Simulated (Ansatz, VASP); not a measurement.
# One calculation of Sc3C, two programs

File INCAR:

```
SYSTEM = Sc3C
  PREC = Accurate
  ENCUT = 600
  EDIFF = 1E-6
  ISMEAR = 0
  SIGMA = 0.1
  LREAL = .FALSE.
  LASPH = .TRUE.
  NELM = 80
  ALGO = Normal
  ISIF = 3
  LWAVE = .FALSE.
  LCHARG = .FALSE.
  GGA = PE
  IBRION = 2
  NSW = 90
  EDIFFG = -0.04
```

File KPOINTS:

```
regular mesh
0
G
  3 3 4
  0 0 0
```

POSCAR

```
Sc3C
1.0
    5.7603666579      0.0000000000      0.0000000000
   -2.8801833290      4.9886238609      0.0000000000
    0.0000000000      0.0000000000      4.6235830233
Sc C
6 2
Direct
    0.8330000000      0.6660000000      0.2500000000
    0.1670000000      0.8330000000      0.7500000000
    0.3340000000      0.1670000000      0.2500000000
    0.1670000000      0.3340000000      0.7500000000
    0.8330000000      0.1670000000      0.2500000000
    0.6660000000      0.8330000000      0.7500000000
    0.3333333333      0.6666666667      0.2500000000
    0.6666666667      0.3333333333      0.7500000000
```

Input for Ansatz:

```yaml
crystal:
  lattice:
    - [5.7603666579, 0.0, 0.0]
    - [-2.880183329, 4.9886238609, 0.0]
    - [0.0, 0.0, 4.6235830233]
  atoms:
    - { symbol: Sc, position: [0.833, 0.666, 0.25] }
    - { symbol: Sc, position: [0.167, 0.833, 0.75] }
    - { symbol: Sc, position: [0.334, 0.167, 0.25] }
    - { symbol: Sc, position: [0.167, 0.334, 0.75] }
    - { symbol: Sc, position: [0.833, 0.167, 0.25] }
    - { symbol: Sc, position: [0.666, 0.833, 0.75] }
    - { symbol: C, position: [0.3333333333, 0.6666666667, 0.25] }
    - { symbol: C, position: [0.6666666667, 0.3333333333, 0.75] }
basis:
  ecutwfc: 420
kpoints:
  mp_grid: { grid: [3, 3, 4] }
hamiltonian:
  xc: pbe
scf:
  occupations: { method: gaussian, width: 0.1 }
  lower_state_search: "off"
output:
  forces: true
  stress: true
  eigenvalues: true
relax:
  adjacent_minimum: "off"
  f_tol: 0.04
  max_steps: 70
  cell: { stress_tol: 0.4 }
```

Alike in both runs: task relaxation of cell and atoms; functional PBE; k mesh 3 × 3 × 4; occupations gaussian, width 0.1 eV; no spin polarisation.

```csv
,VASP,Ansatz
version,VASP 6.6.1,Ansatz 0.2.0
potentials or method,"VASP PAW PBE potentials, release 64 (Sc_sv, C), cutoff 600 eV","scalar-relativistic, plane waves, PAW"
valence electrons in the cell,74,74
```

Ansatz gave:

| Quantity | Value |
| --- | --- |
| gap on the k mesh at the Fermi level, each at its own relaxed structure (eV) | none |
| relaxed volume (Å³/atom) | 23.27 |
| relaxed length of the cell vector where the two differ most in proportion (Å) | 8.419 |

**Question.** Estimate VASP's values.

**Answer.** gap on the k mesh at the Fermi level, each at its own relaxed structure (eV): none; relaxed volume (Å³/atom): 22.67; relaxed length of the cell vector where the two differ most in proportion (Å): 8.290.

A gap of «none» marks a metal or a gap that the smearing closes.

The k mesh is coarse, so the values compare programs but aren't converged. Noted on VASP's run: the volume moved by over 15 % at a fixed basis, so the end points are rough.
